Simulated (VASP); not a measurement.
# LiTa4O (P-6m2) in VASP: notebook, part 2 of 2

VASP 6.6.1. Earlier steps stand in the parts before.

## (3) Single point, PBE, collinear spin

This run uses another cell than the first one, of 16.13 Å³/atom.

Contents of INCAR:

```
SYSTEM = LiTa4O
PREC = Accurate
ENCUT = 520
EDIFF = 1E-7
ISMEAR = 0
SIGMA = 0.1
LREAL = .FALSE.
LASPH = .TRUE.
NELM = 150
ALGO = Normal
ISIF = 2
LWAVE = .FALSE.
LCHARG = .FALSE.
ISPIN = 2
MAGMOM = 0 1 1 1 1 0
LORBIT = 11
LMAXMIX = 4
GGA = PE
NBANDS = 40
```

Contents of KPOINTS:

```
regular mesh
0
G
  6 6 2
  0 0 0
```

Contents of POSCAR:

```
LiTa4O
1.0
    2.8885653428      0.0000000000      0.0000000000
   -1.4442826714      2.5015709674      0.0000000000
    0.0000000000      0.0000000000     13.3925565708
Li Ta O
1 4 1
Direct
    0.0000000000      0.0000000000      0.5000000000
    0.6666666667      0.3333333333      0.6946637406
    0.0000000000      0.0000000000      0.8837344055
    0.0000000000      0.0000000000      0.1162655945
    0.6666666667      0.3333333333      0.3053362594
    0.6666666667      0.3333333333      0.0000000000
```

Potentials or basis: VASP PAW PBE potentials, release 64 (Li_sv, Ta_pv, O).

The run is started by

```bash
$ cat potpaw_PBE.64/Li_sv/POTCAR potpaw_PBE.64/Ta_pv/POTCAR potpaw_PBE.64/O/POTCAR > POTCAR
$ mpirun -np 1 vasp_std > vasp.out
```

OUTCAR:

```text
SYSTEM = LiTa4O
   PREC = Accurate
   ENCUT = 520
   EDIFF = 1E-7
   ISMEAR = 0
   LREAL = .FALSE.
   LASPH = .TRUE.
   NELM = 150
   ISIF = 2
   ISPIN = 2
   LORBIT = 11
   GGA = PE

 ion  position               nearest neighbor table
   1  0.000  0.000  0.500-   2 3.09   5 3.09   2 3.09   5 3.09   2 3.09   5 3.09
   2  0.667  0.333  0.695-   3 3.03   3 3.03   3 3.03   1 3.09   1 3.09   1 3.09
   3  0.000  0.000  0.884-   6 2.28   6 2.28   6 2.28   2 3.03   2 3.03   2 3.03   4 3.11
   4  0.000  0.000  0.116-   6 2.28   6 2.28   6 2.28   5 3.03   5 3.03   5 3.03   3 3.11
   5  0.667  0.333  0.305-   4 3.03   4 3.03   4 3.03   1 3.09   1 3.09   1 3.09
   6  0.667  0.333  0.000-   3 2.28   4 2.28   3 2.28   4 2.28   3 2.28   4 2.28

  LATTYP: Found a hexagonal cell.
 ALAT       =     2.8885653428
 C/A-ratio  =     4.6364042289

  Lattice vectors:

 A1 = (   2.8885653428,   0.0000000000,   0.0000000000)
 A2 = (  -1.4442826714,   2.5015709674,   0.0000000000)
 A3 = (   0.0000000000,   0.0000000000,  13.3925565708)

Analysis of symmetry for initial positions (statically):
=====================================================================
 Subroutine PRICEL returns:
 Original cell was already a primitive cell.

 Routine SETGRP: Setting up the symmetry group for a
 hexagonal supercell.

 Subroutine GETGRP returns: Found 12 space group operations
 (whereof 12 operations were pure point group operations)
 out of a pool of 24 trial point group operations.

The static configuration has the point symmetry D_3h.

Analysis of symmetry for dynamics (positions and initial velocities):
=====================================================================
 Subroutine PRICEL returns:
 Original cell was already a primitive cell.

 Routine SETGRP: Setting up the symmetry group for a
 hexagonal supercell.

 Subroutine GETGRP returns: Found 12 space group operations
 (whereof 12 operations were pure point group operations)
 out of a pool of 24 trial point group operations.

The dynamic configuration has the point symmetry D_3h.

Analysis of structural, dynamic, and magnetic symmetry:
=====================================================================
 Subroutine PRICEL returns:
 Original cell was already a primitive cell.

 Routine SETGRP: Setting up the symmetry group for a
 hexagonal supercell.

 Subroutine GETGRP returns: Found 12 space group operations
 (whereof 12 operations were pure point group operations)
 out of a pool of 24 trial point group operations.

The overall configuration has the point symmetry D_3h.

 Subroutine INISYM returns: Found 12 space group operations
 (whereof 12 operations are pure point group operations),
 and found     1 'primitive' translations

----------------------------------------------------------------------------------------

                                     Primitive cell

  volume of cell :      96.7740

  direct lattice vectors                    reciprocal lattice vectors
     2.888565343  0.000000000  0.000000000     0.346192619  0.199874402  0.000000000
    -1.444282671  2.501570967  0.000000000     0.000000000  0.399748803  0.000000000
[... 88 lines left out ...]
   ISIF   =      2    stress and relaxation
   ISYM   =      2    0-nonsym 1-usesym 2-fastsym
   POTIM  = 0.5000    time-step for ionic-motion
   TEBEG  =    0.0;   TEEND  =   0.0 temperature during run
   PSTRESS=    0.0 pullay stress
   NELECT =      53.0000    total number of electrons
   NUPDOWN=      -1.0000    fix difference up-down
   EMIN   =  10.00;   EMAX   =-10.00  energy-range for DOS
   EFERMI =   0.00;   METHOD = LEGACY
   ISMEAR =     0;   SIGMA  =   0.10  broadening in eV -4-tet -1-fermi 0-gaus
   EFERMI_NEDOS =   21; number of points for ismear=-14 and -15
   IALGO  =     38    algorithm
   IMIX   =      4    mixing-type and parameters
     AMIX     =   0.40;   BMIX     =  1.00
     AMIX_MAG =   1.60;   BMIX_MAG =  1.00
  volume/ion in A,a.u.               =      16.13       108.84
  Fermi-wavevector in a.u.,A,eV,Ry     =   1.339411  2.531120 24.409159  1.794023
  Thomas-Fermi vector in A             =   2.467805
   LORBIT       =     11    0 simple, 1 ext, 2 COOP (PROOUT), +10 PAW based schemes
   GGA     = PE    functional components
   LHFCALC =     F    Hartree Fock is set to
   AEXX    =    0.0000 exact exchange contribution
   IVDW    =     0    specifies the selected vdW correction
   LEPSILON=     F    determine dielectric tensor
   LRPA    =     F    only Hartree local field effects (RPA)
 spin polarized calculation
 Gauss-broadening in eV      SIGMA  =   0.10
  energy-cutoff  :      520.00
  volume of cell :       96.77
 maximum number of plane-waves:      2653
 NGX is ok and might be reduce to    24
   NGX = 11   NGY = 11   NGZ = 49

 number of electron      52.9999989 magnetization       0.0002531

 number of electron      52.9999989 magnetization      -0.0000768

 Free energy of the ion-electron system (eV)
  ---------------------------------------------------
  ext. energy  EPLUGINS =         0.00000000
  ---------------------------------------------------
  free energy    TOTEN  =       -56.12261981 eV

  energy without entropy =      -56.09056634  energy(sigma->0) =      -56.10659307

 E-fermi :   5.1818     XC(G=0): -11.6388

 val. band max:        5.1532174563   @ k =   0.1667   0.0000   0.0000
 cond. band min:       5.2160693813   @ k =   0.3333   0.0000   0.0000
 fundamental gap:      0.0628519250
 Fermi energy:         5.1818374887

 spin component 1

 k-point     1 :       0.0000    0.0000    0.0000
  band No.  band energies     occupation
      1     -40.3504      1.00000
      2     -30.0100      1.00000
      3     -29.7371      1.00000
      4     -29.0447      1.00000
      5     -29.0447      1.00000
      6     -29.0262      1.00000
[... 563 lines left out ...]
     37       9.7552      0.00000
     38      10.1238      0.00000
 Fermi energy:         5.1818374887

 spin component 2

 k-point     1 :       0.0000    0.0000    0.0000
  band No.  band energies     occupation
      1     -40.3504      1.00000
      2     -30.0100      1.00000
      3     -29.7371      1.00000
      4     -29.0447      1.00000
      5     -29.0447      1.00000
      6     -29.0263      1.00000
[... 563 lines left out ...]
     37       9.7552      0.00000
     38      10.1238      0.00000
 [bands above 38 left out]

------------------------ aborting loop because EDIFF is reached ----------------------------------------

  FORCE on cell =-STRESS in cart. coord.  units (eV):
  Direction    XX          YY          ZZ          XY          YZ          ZX
  --------------------------------------------------------------------------------------
  -------------------------------------------------------------------------------------
  Total        0.0657758      0.0657758      0.2345922     -0.0000000      0.0000000      0.0000000
  in kB        1.0889755      1.0889755      3.8838786     -0.0000000      0.0000000      0.0000000
  external PRESSURE =       2.0206098 kB  Pullay stress =       0.0000000 kB

 VOLUME and BASIS-vectors are now :
 -----------------------------------------------------------------------------
  energy-cutoff  :      520.00
  volume of cell :       96.77
      direct lattice vectors                 reciprocal lattice vectors
     2.888565343  0.000000000  0.000000000     0.346192619  0.199874402  0.000000000
    -1.444282671  2.501570967  0.000000000     0.000000000  0.399748803  0.000000000
     0.000000000  0.000000000 13.392556571     0.000000000  0.000000000  0.074668342

 POSITION                                       TOTAL-FORCE (eV/Angst)
 -----------------------------------------------------------------------------------
      0.00000      0.00000      6.69628         0.000000      0.000000     -0.000000
      1.44428      0.83386      9.30332        -0.000000      0.000000      0.001631
      0.00000      0.00000     11.83546        -0.000000      0.000000     -0.040890
      0.00000      0.00000      1.55709        -0.000000     -0.000000      0.040890
      1.44428      0.83386      4.08923        -0.000000      0.000000     -0.001631
      1.44428      0.83386      0.00000         0.000000      0.000000     -0.000000
 -----------------------------------------------------------------------------------
    total drift:                               -0.000000      0.000000      0.000000

  FREE ENERGIE OF THE ION-ELECTRON SYSTEM (eV)
  ---------------------------------------------------
  free  energy   TOTEN  =       -56.1226198081 eV

  energy  without entropy=      -56.0905663371  energy(sigma->0) =      -56.10659307

 total charge

# of ion       s       p       d       tot
------------------------------------------
    1        2.035   0.060   0.000   2.095
    2        0.379   6.141   2.319   8.839
    3        0.336   6.183   2.373   8.892
    4        0.336   6.183   2.373   8.892
    5        0.379   6.141   2.319   8.839
    6        1.557   3.461   0.000   5.018
--------------------------------------------------
tot          5.024  28.169   9.383  42.575

 magnetization (x)

# of ion       s       p       d       tot
------------------------------------------
    1        0.000   0.000   0.000   0.000
    2       -0.000  -0.000  -0.000  -0.000
    3       -0.000  -0.000  -0.000  -0.000
    4       -0.000  -0.000  -0.000  -0.000
    5       -0.000  -0.000  -0.000  -0.000
    6        0.000  -0.000   0.000  -0.000
--------------------------------------------------
tot          0.000  -0.000  -0.000  -0.000
```

It took 5 min on 1 thread of Intel Xeon 8259CL, shared host; peak memory 0.32 GiB.

What came out:

```
Free energy                                           : -56.1226 eV
Largest force                                         : 0.041 eV/Å
Net moment                                            : 0.00 μB per cell
Valence electrons inside the program's atomic spheres : Li 2.10; Ta 8.84, 8.89 (each value once); O 5.02
```

Forces on the atoms (eV/Å):
```
Li   0.000  0.000  0.000
Ta   0.000  0.000  0.002
Ta   0.000  0.000 -0.041
Ta   0.000  0.000  0.041
Ta   0.000  0.000 -0.002
O    0.000  0.000  0.000
```

Caveat: the k points lie up to 0.42 Å⁻¹ apart; the cutoff is under 1.25 times the usual one of these potentials, so pressure, stress and relaxed cells hold a basis-set (Pulay) error; spin-orbit coupling is left out, which moves the levels of the heavy elements.
